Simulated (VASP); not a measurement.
Here is a VASP 6.6.1 calculation.

Contents of INCAR:

```
  ALGO = Normal
  EDIFF = 1E-7
  ENCUT = 520
  GGA = PE
  ISIF = 2
  ISMEAR = 0
  LASPH = T
  LCHARG = T
  LELF = T
  LREAL = F
  LVHAR = T
  LWAVE = F
  NBANDS = 24
  NELM = 80
  PREC = Accurate
  SIGMA = 0.1
```

The input KPOINTS:

```
k-points
0
Gamma
  6 6 2
```

Contents of POSCAR:

```
WSe3
1.0
    3.5772366000      0.0000000000      0.0000000000
    0.0000000000      3.5772366000      0.0000000000
    0.0000000000      0.0000000000      8.2973514200
W Se
1 3
Direct
    0.5000000000      0.5000000000      0.5000000000
    0.0000000000      0.0000000000      0.2883566600
    0.0000000000      0.0000000000      0.7116433400
    0.0000000000      0.0000000000      0.0000000000
```

Potentials or basis: VASP PAW PBE potentials, release 64 (W_sv, Se).

Launch:

```sh
$ cat potpaw_PBE.64/W_sv/POTCAR potpaw_PBE.64/Se/POTCAR > POTCAR
$ mpirun -np 1 vasp_std > vasp.out
```

Problem. What does it give for the largest force?

Solution. 3.188 eV/Å.

Problem. Predict the band gap on the k mesh.

Solution. Zero (bands 16 and 17 overlap by 0.49 eV).

Problem. What does it give for the pressure?

Solution. -11.9 GPa.

Forces in eV/Å, atoms in the order of the input:
```
W    0.000  0.000  0.000
Se   0.000  0.000  3.188
Se   0.000  0.000 -3.188
Se   0.000  0.000  0.000
```

Caveat: the k points lie up to 0.38 Å⁻¹ apart; spin-orbit coupling is left out, which moves the levels of the heavy elements; forces of over 1 eV/Å act on the atoms, so gaps and moduli don't describe the material at rest.
